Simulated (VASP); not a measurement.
# WS2 (Tungstenite) in VASP: notebook

The runs below take WS2 (Tungstenite) through single point, with PBE+D3(BJ), LDA.

Everything below comes from runs of VASP 6.6.1. Logs are shortened: lines on timing, memory, paths and dates and some standing lists are left out, and cuts for length are marked.

### 1 The cell of the first run

The cell holds a slab with vacuum, 3 atoms: a = 3.154 Å, b = 3.154 Å, c = 32.300 Å, α = 90.00°, β = 90.00°, γ = 120.00°.

### 2 Single point, PBE+D3(BJ)

Input file INCAR:

```
SYSTEM = WS2
PREC     = Accurate       ! precision mode
ENCUT    = 520            ! plane-wave cutoff, eV
EDIFF    = 1E-7           ! SCF threshold, eV
ISMEAR   = 0              ! smearing method
SIGMA    = 0.1            ! smearing width, eV
LREAL    = .FALSE.        ! projectors in reciprocal space
LASPH    = .TRUE.         ! aspherical terms in the spheres
NELM     = 80             ! most SCF steps
ALGO     = Normal         ! electronic algorithm
ISIF     = 2              ! what is computed and relaxed
LWAVE    = .FALSE.        ! write WAVECAR
LCHARG   = .FALSE.        ! write CHGCAR
LDIPOL   = .TRUE.       
IDIPOL   = 3            
DIPOL    = 0.5 0.5 0.500
GGA      = PE             ! functional
IVDW     = 12             ! dispersion correction
NBANDS   = 20             ! bands
```

Input file KPOINTS:

```
regular mesh
0
G
  6 6 1
  0 0 0
```

Input file POSCAR:

```
WS2
1.0
    3.1537892969      0.0000000000      0.0000000000
   -1.5768946485      2.7312616493      0.0000000000
    0.0000000000      0.0000000000     32.2996392574
S W
2 1
Direct
    0.3333333333      0.6666666667      0.4512406376
    0.3333333333      0.6666666667      0.5487593624
    0.6666666667      0.3333333333      0.5000000000
```

Potentials or basis: VASP PAW PBE potentials, release 64 (S, W_sv).

Command:

```sh
$ cat potpaw_PBE.64/S/POTCAR potpaw_PBE.64/W_sv/POTCAR > POTCAR
$ mpirun -np 1 vasp_std > vasp.out
```

OUTCAR:

```text
SYSTEM = WS2
   PREC = Accurate
   ENCUT = 520
   EDIFF = 1E-7
   ISMEAR = 0
   LREAL = .FALSE.
   LASPH = .TRUE.
   NELM = 80
   ISIF = 2
   GGA = PE
   IVDW = 12
 IVDW          = 12

 ion  position               nearest neighbor table
   1  0.333  0.667  0.451-   3 2.41   3 2.41   3 2.41
   2  0.333  0.667  0.549-   3 2.41   3 2.41   3 2.41
   3  0.667  0.333  0.500-   1 2.41   2 2.41   1 2.41   2 2.41   1 2.41   2 2.41

  LATTYP: Found a hexagonal cell.
 ALAT       =     3.1537892969
 C/A-ratio  =    10.2415336653

  Lattice vectors:

 A1 = (   3.1537892969,   0.0000000000,   0.0000000000)
 A2 = (  -1.5768946485,   2.7312616493,   0.0000000000)
 A3 = (   0.0000000000,   0.0000000000,  32.2996392574)

Analysis of symmetry for initial positions (statically):
=====================================================================
 Subroutine PRICEL returns:
 Original cell was already a primitive cell.

 Routine SETGRP: Setting up the symmetry group for a
 hexagonal supercell.

 Subroutine GETGRP returns: Found 12 space group operations
 (whereof 12 operations were pure point group operations)
 out of a pool of 24 trial point group operations.

The static configuration has the point symmetry D_3h.

Analysis of symmetry for dynamics (positions and initial velocities):
=====================================================================
 Subroutine PRICEL returns:
 Original cell was already a primitive cell.

 Routine SETGRP: Setting up the symmetry group for a
 hexagonal supercell.

 Subroutine GETGRP returns: Found 12 space group operations
 (whereof 12 operations were pure point group operations)
 out of a pool of 24 trial point group operations.

The dynamic configuration has the point symmetry D_3h.

 Subroutine INISYM returns: Found 12 space group operations
 (whereof 12 operations are pure point group operations),
 and found     1 'primitive' translations

----------------------------------------------------------------------------------------

                                     Primitive cell

  volume of cell :     278.2234

  direct lattice vectors                    reciprocal lattice vectors
     3.153789297  0.000000000  0.000000000     0.317078887  0.183065581  0.000000000
    -1.576894648  2.731261649  0.000000000     0.000000000  0.366131161  0.000000000
     0.000000000  0.000000000 32.299639257     0.000000000  0.000000000  0.030960098

[... 70 lines left out ...]
   NSW    =      0    number of steps for IOM
   IBRION =     -1    ionic relax: 0-MD 1-quasi-New 2-CG
   NFREE  =      0    steps in history (QN), initial steepest desc. (CG)
   ISIF   =      2    stress and relaxation
   ISYM   =      2    0-nonsym 1-usesym 2-fastsym
   POTIM  = 0.5000    time-step for ionic-motion
   TEBEG  =    0.0;   TEEND  =   0.0 temperature during run
   PSTRESS=    0.0 pullay stress
   NELECT =      26.0000    total number of electrons
   NUPDOWN=      -1.0000    fix difference up-down
   EMIN   =  10.00;   EMAX   =-10.00  energy-range for DOS
   EFERMI =   0.00;   METHOD = LEGACY
   ISMEAR =     0;   SIGMA  =   0.10  broadening in eV -4-tet -1-fermi 0-gaus
   EFERMI_NEDOS =   21; number of points for ismear=-14 and -15
   IALGO  =     38    algorithm
   IMIX   =      4    mixing-type and parameters
     AMIX     =   0.40;   BMIX     =  1.00
     AMIX_MAG =   1.60;   BMIX_MAG =  1.00
  volume/ion in A,a.u.               =      92.74       625.85
  Fermi-wavevector in a.u.,A,eV,Ry     =   0.742907  1.403892  7.509212  0.551912
  Thomas-Fermi vector in A             =   1.837897
   LORBIT       =      0    0 simple, 1 ext, 2 COOP (PROOUT), +10 PAW based schemes
   GGA     = PE    functional components
   LHFCALC =     F    Hartree Fock is set to
   AEXX    =    0.0000 exact exchange contribution
   IVDW    =    12    specifies the selected vdW correction
   LEPSILON=     F    determine dielectric tensor
   LRPA    =     F    only Hartree local field effects (RPA)
 non-spin polarized calculation
 Gauss-broadening in eV      SIGMA  =   0.10
  energy-cutoff  :      520.00
  volume of cell :      278.22
 maximum number of plane-waves:      7516
 NGX is ok and might be reduce to    24
   NGX = 11   NGY = 11   NGZ =121

 number of electron      25.9999999 magnetization

 dipolmoment           0.000000      0.000000      0.000000 electrons x Angstroem

 Free energy of the ion-electron system (eV)
  ---------------------------------------------------
  ext. energy  EPLUGINS =         0.00000000
  ---------------------------------------------------
  free energy    TOTEN  =       -23.65829535 eV

  energy without entropy =      -23.65829535  energy(sigma->0) =      -23.65829535

 E-fermi :  -2.8125     XC(G=0):  -2.4297

 val. band max:       -3.2571777604   @ k =   0.3333   0.3333   0.0000
 cond. band min:      -1.3172402891   @ k =   0.3333   0.3333   0.0000
 fundamental gap:      1.9399374713
 Fermi energy:        -2.8125403745

 k-point     1 :       0.0000    0.0000    0.0000
  band No.  band energies     occupation
      1     -77.2530      2.00000
      2     -41.5127      2.00000
      3     -41.3297      2.00000
      4     -41.3297      2.00000
      5     -18.1098      2.00000
      6     -16.4753      2.00000
[... 150 lines left out ...]
     19       3.9188      0.00000
     20       6.0837      0.00000

------------------------ aborting loop because EDIFF is reached ----------------------------------------

 vacuum level on the upper side and lower side of the slab       (xc-potential included)        -0.008        -0.008

 Edisp (eV)   -0.93350

 E8    (eV) :    -0.4201

  FORCE on cell =-STRESS in cart. coord.  units (eV):
  Direction    XX          YY          ZZ          XY          YZ          ZX
  --------------------------------------------------------------------------------------
  -------------------------------------------------------------------------------------
  Total       0.24449     0.24449     0.19460    -0.00000     0.00000     0.00000
  in kB       1.40791     1.40791     1.12062    -0.00000     0.00000     0.00000
  external pressure =        1.31 kB  Pullay stress =        0.00 kB

 VOLUME and BASIS-vectors are now :
 -----------------------------------------------------------------------------
  energy-cutoff  :      520.00
  volume of cell :      278.22
      direct lattice vectors                 reciprocal lattice vectors
     3.153789297  0.000000000  0.000000000     0.317078887  0.183065581  0.000000000
    -1.576894648  2.731261649  0.000000000     0.000000000  0.366131161  0.000000000
     0.000000000  0.000000000 32.299639257     0.000000000  0.000000000  0.030960098

 POSITION                                       TOTAL-FORCE (eV/Angst)
 -----------------------------------------------------------------------------------
     -0.00000      1.82084     14.57491        -0.000000     -0.000000     -0.070747
     -0.00000      1.82084     17.72473        -0.000000      0.000000      0.070747
      1.57689      0.91042     16.14982         0.000000      0.000000     -0.000000
 -----------------------------------------------------------------------------------
    total drift:                                0.000000     -0.000000      0.000000

  FREE ENERGIE OF THE ION-ELECTRON SYSTEM (eV)
  ---------------------------------------------------
  free  energy   TOTEN  =       -24.5917937732 eV

  energy  without entropy=      -24.5917937732  energy(sigma->0) =      -24.59179377

 vacuum level on the upper side and lower side of the slab         2.382         2.382
```

It took 47 s on 1 thread of AMD EPYC 9R45 (Zen 5), shared host; peak memory 0.33 GiB.

What came out:

* Free energy: -24.5918 eV
* Largest force: 0.071 eV/Å
* Band gap on the k mesh: 1.94 eV, direct
* Dispersion energy per atom: -0.311 eV

Forces on the atoms (eV/Å):
```
S    0.000  0.000 -0.071
S    0.000  0.000  0.071
W    0.000  0.000  0.000
```

Levels at points of the mesh, in eV from the valence-band top:
```csv
k point,band 10,band 11,band 12,band 13,band 14,band 15,band 16,band 17
"(0.00, 0.00, 0.00)",-2.22,-1.57,-1.57,-0.15,2.95,2.95,3.09,3.09
"(0.50, 0.00, 0.00)",-3.41,-2.23,-1.22,-0.97,2.98,3.39,4.07,4.77
```

Caveat: spin-orbit coupling is left out, which moves the levels of the heavy elements.

### 3 Single point, PBE+D3(BJ)

This run uses another cell than the first one, of 93.07 Å³/atom, 1.004 times its volume.

Input file INCAR:

```
PREC = Accurate ; ENCUT = 520
EDIFF = 1E-6 ; ISMEAR = 0
SIGMA = 0.02 ; LREAL = F
LASPH = T ; NELM = 80
ALGO = Normal ; ISIF = 2
LWAVE = F ; LCHARG = T
LDIPOL = T ; IDIPOL = 3
DIPOL = 0.5 0.5 0.500 ; GGA = PE
IVDW = 12 ; LELF = T
LVHAR = T ; LVACPOTAV = T
NBANDS = 20
```

Input file KPOINTS:

```
regular mesh
0
Gamma
  12 12 1
```

Input file POSCAR:

```
WS2
1.0
    3.1593823587      0.0000000000      0.0000000000
   -1.5796911794      2.7361053828      0.0000000000
    0.0000000000      0.0000000000     32.2996392574
S W
2 1
Direct
    0.3333333333      0.6666666667      0.4512038798
    0.3333333333      0.6666666667      0.5487961202
    0.6666666667      0.3333333333      0.5000000000
```

Potentials or basis: VASP PAW PBE potentials, release 64 (S, W_sv).

Command:

```sh
$ cat potpaw_PBE.64/S/POTCAR potpaw_PBE.64/W_sv/POTCAR > POTCAR
$ mpirun -np 1 vasp_std > vasp.out
```

Wall time 1.7 min (1 thread of AMD EPYC 9R45 (Zen 5), shared host); peak memory 0.38 GiB.

The run converged. Its results:

| Item | Value |
| --- | --- |
| Free energy | -24.5951 eV |
| Largest force | 0.003 eV/Å |
| Band gap on the k mesh | 1.92 eV, direct |
| Dispersion energy per atom | -0.310 eV |
| Ionisation potential of the upper face | 5.65 eV |

Forces on the atoms (eV/Å):
```
S    0.000  0.000 -0.003
S    0.000  0.000  0.003
W    0.000  0.000  0.000
```

Levels at points of the mesh, in eV from the valence-band top:
```
           k point  band 9  band 10  band 11  band 12  band 13  band 14  band 15  band 16  band 17  band 18
(0.00, 0.00, 0.00)   -2.81    -2.21    -1.57    -1.57    -0.14     2.94     2.94     3.07     3.07     5.01
(0.50, 0.00, 0.00)   -4.47    -3.40    -2.22    -1.22    -0.96     2.95     3.37     4.06     4.75     5.17
```

Caveat: spin-orbit coupling is left out, which moves the levels of the heavy elements.

### 4 Single point, LDA

This run uses another cell than the first one, of 93.07 Å³/atom, 1.004 times its volume.

Input file INCAR:

```
PREC = Accurate
ENCUT = 520
EDIFF = 1E-6
ISMEAR = 0
SIGMA = 0.02
LREAL = F
LASPH = T
NELM = 60
ALGO = Normal
ISIF = 2
LWAVE = F
LCHARG = F
LDIPOL = T
IDIPOL = 3
DIPOL = 0.5 0.5 0.500
GGA = CA
NBANDS = 20
```

Input file KPOINTS:

```
Automatic mesh
0
Gamma
  12 12 1
```

POSCAR is that of step 3.

Potentials or basis: VASP PAW LDA potentials, release 64 (S, W_sv).

Command:

```sh
$ cat potpaw_LDA.64/S/POTCAR potpaw_LDA.64/W_sv/POTCAR > POTCAR
$ mpirun -np 1 vasp_std > vasp.out
```

Wall time 94 s (1 thread of AMD EPYC 9R45 (Zen 5), shared host); peak memory 0.29 GiB.

The run converged. Its results:

```yaml
Free_energy: -26.1289 eV
Largest_force: 0.515 eV/Å
Band_gap_on_the_k_mesh: 1.91 eV, direct
```

Forces in eV/Å, atoms in the order of the input:
```
S    0.000  0.000  0.515
S    0.000  0.000 -0.515
W    0.000  0.000  0.000
```

Levels at points of the mesh, in eV from the valence-band top:
```tsv
k point	band 9	band 10	band 11	band 12	band 13	band 14	band 15	band 16	band 17	band 18
(0.00, 0.00, 0.00)	-2.79	-2.16	-1.54	-1.54	-0.14	2.94	2.94	3.10	3.10	5.10
(0.50, 0.00, 0.00)	-4.41	-3.37	-2.15	-1.15	-0.91	2.93	3.34	4.02	4.76	5.13
```

Caveat: spin-orbit coupling is left out, which moves the levels of the heavy elements.

(Part 1 of 2 ends here.)
